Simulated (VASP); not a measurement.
Al3B2Sb, 6 atoms in the cell. Symmetry: P6mm, No. 183, hexagonal system. The conventional cell has a = 3.996 Å, b = 3.996 Å, c = 6.939 Å, α = 90.00°, β = 90.00°, γ = 120.00°. Within 2.6 Å of Al (site symmetry 2mm) lie 4 Al at 2.00 Å and 4 B at 2.07 to 2.31 Å. B (site symmetry 6mm) has 1 B at 1.70 Å and 1 Sb at 2.22 Å and 6 Al at 2.31 Å within 2.4 Å. B (site symmetry 6mm) has 1 B at 1.70 Å and 6 Al at 2.07 Å within 2.3 Å. Within 2.9 Å of Sb (site symmetry 6mm) lie 1 B at 2.22 Å. The cell was built from a structure type or drawn by symmetry, and may not be a known phase.

```yaml
Program: VASP 6.6.1
Task: single point
Functional: PBE
Potentials_or_basis: VASP PAW PBE potentials, release 64 (Al, B, Sb)
Cutoff: 520 eV
k_mesh: 6 × 6 × 4
Occupations: gaussian, width 0.1 eV
Spin: no spin polarisation
Dipole_correction: no
Further_INCAR_settings: ALGO = Normal; EDIFF = 1e-06; NBANDS = 19
```

Potentials or basis: VASP PAW PBE potentials, release 64 (Al, B, Sb).

The run is started by

```sh
$ cat potpaw_PBE.64/Al/POTCAR potpaw_PBE.64/B/POTCAR potpaw_PBE.64/Sb/POTCAR > POTCAR
$ mpirun -np 1 vasp_std > vasp.out
```

Hardware: 1 thread of Intel(R) Xeon(R) Platinum 8124M CPU @ 3.00GHz (Skylake/Cascade Lake), on a shared host.

Estimate the wall time of this run.

It took 32 s on 1 thread of Intel(R) Xeon(R) Platinum 8124M CPU @ 3.00GHz (Skylake/Cascade Lake) (shared host), peak memory 0.23 GiB. Counts: scf iterations 15, k points 21.
